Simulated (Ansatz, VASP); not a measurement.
# I in VASP and in Ansatz

INCAR

```
PREC = Accurate ; ENCUT = 520
EDIFF = 1E-8 ; ISMEAR = -1
SIGMA = 0.08 ; LREAL = F
LASPH = T ; NELM = 100
ALGO = Normal ; ISIF = 2
LWAVE = F ; LCHARG = F
GGA = PE ; LEFG = T
NBANDS = 10
```

Contents of KPOINTS:

```
regular mesh
0
Gamma
  14 14 14
```

POSCAR

```
I
1.0
    0.0000000000      2.6263417688      2.6263417688
    2.6263417688      0.0000000000      2.6263417688
    2.6263417688      2.6263417688      0.0000000000
I
1
Direct
    0.0000000000      0.0000000000      0.0000000000
```

Input for Ansatz:

```yaml
crystal:
  lattice:
    - [0.0, 2.6263417688, 2.6263417688]
    - [2.6263417688, 0.0, 2.6263417688]
    - [2.6263417688, 2.6263417688, 0.0]
  atoms:
    - { symbol: I, position: [0.0, 0.0, 0.0] }
kpoints:
  mp_grid: { grid: [14, 14, 14] }
scf:
  occupations: { method: fermi_dirac, width: 0.08 }
hamiltonian:
  xc: pbe
  pseudopotentials: { kind: paw }
output:
  forces: true
  stress: true
  eigenvalues: true
  efg: { contact_densities: true }
```

Change from the starting cell: volume scaled by 1.03, PAW files.

Alike in both runs: task electric field gradients; functional PBE; k mesh 14 × 14 × 14; occupations fermi-dirac, width 0.08 eV; no spin polarisation.

```csv
,VASP,Ansatz
version,VASP 6.6.1,Ansatz 0.2.0
potentials or method,"VASP PAW PBE potentials, release 64 (I)","PAW with Ansatz's default frozen-core files, scalar-relativistic"
plane-wave cutoff (eV),520,420
valence electrons in the cell,7,17
```

```csv
,VASP,Ansatz,Ansatz less VASP
pressure (GPa),-0.6,-0.6,+0.02
```

VASP's potentials hold 7 valence electrons a cell and Ansatz's 17, so a difference there can come from the potentials and not from the codes.

Neither program's run includes spin-orbit coupling.
